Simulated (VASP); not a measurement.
**SnO: electric field gradients with PBEsol**

SnO:

```xyz
4
Lattice="3.7506 0.0000 0.0000 0.0000 3.7506 0.0000 0.0000 0.0000 4.7706" Properties=species:S:1:pos:R:3 pbc="T T T"
Sn    0.0000    1.8753    1.1378
Sn    1.8753    0.0000    3.6328
O     0.0000    0.0000    0.0000
O     1.8753    1.8753    0.0000
```

- Program: VASP 6.6.1
- Task: electric field gradients
- Functional: PBEsol
- Potentials or basis: VASP PAW PBE potentials, release 64 (Sn_d, O)
- Cutoff: 520 eV
- k mesh: 8 × 8 × 6
- Occupations: fermi-dirac, width 0.01 eV
- Spin: no spin polarisation
- Dipole correction: no
- Further INCAR settings: ALGO = Normal; EDIFF = 1e-08; NBANDS = 28

```json
{"Pressure": "4.5 GPa", "Largest force": "0.764 eV/Å", "Band gap on the k mesh": "zero (bands 20 and 21 overlap by 0.14 eV)", "Largest electric field gradient by atom": "Sn -167.4; O +2.5 V/Å²"}
```

Forces on the atoms (eV/Å):
```
Sn   0.000  0.000  0.764
Sn   0.000  0.000 -0.764
O    0.000  0.000  0.000
O    0.000  0.000  0.000
```

Stress tensor (GPa, compression positive):
```
4.97 0.00 0.00
0.00 4.97 0.00
0.00 0.00 3.53
```

Levels at points of the mesh, in eV from the Fermi level:
```csv
k point,band 16,band 17,band 18,band 19,band 20,band 21,band 22,band 23,band 24,band 25
"(0.00, 0.00, 0.00)",-6.78,-3.82,-3.50,-3.50,0.00,2.11,4.23,4.66,4.66,5.69
"(0.50, 0.00, 0.00)",-5.45,-5.28,-5.28,-2.97,-2.97,3.19,3.19,5.97,5.97,6.01
"(0.50, 0.50, 0.00)",-5.60,-2.81,-2.81,-1.98,-1.98,-0.14,-0.14,4.28,4.28,7.36
"(0.00, 0.00, 0.50)",-3.89,-3.52,-3.52,-3.04,-2.49,1.51,2.81,2.81,3.64,7.79
"(0.50, 0.00, 0.50)",-5.93,-5.24,-5.24,-1.91,-1.91,2.54,2.54,5.42,5.42,6.74
"(0.50, 0.50, 0.50)",-6.08,-2.85,-2.85,-2.81,-2.81,2.19,2.19,4.04,4.04,5.60
```

Electric field gradients, principal values (V/Å²):
| atom | least | middle | greatest (by size) |
| --- | --- | --- | --- |
| 1 Sn | 83.689 | 83.689 | -167.379 |
| 2 Sn | 83.689 | 83.689 | -167.379 |
| 3 O | -1.264 | -1.264 | 2.528 |
| 4 O | -1.264 | -1.264 | 2.528 |

It took 2.9 min on 1 thread of Intel Xeon 8259CL (shared host), peak memory 0.23 GiB.

Caveat: the cell stands under pressure; semilocal functionals underestimate gaps, and a narrow one can read as zero; without QUAD_EFG the Cq values of the log hold for a quadrupole moment of 1 mb, not for the nuclei; the PAW data sets were made with another functional, which shifts forces and pressure a little; spin-orbit coupling is left out, which moves the levels of the heavy elements.
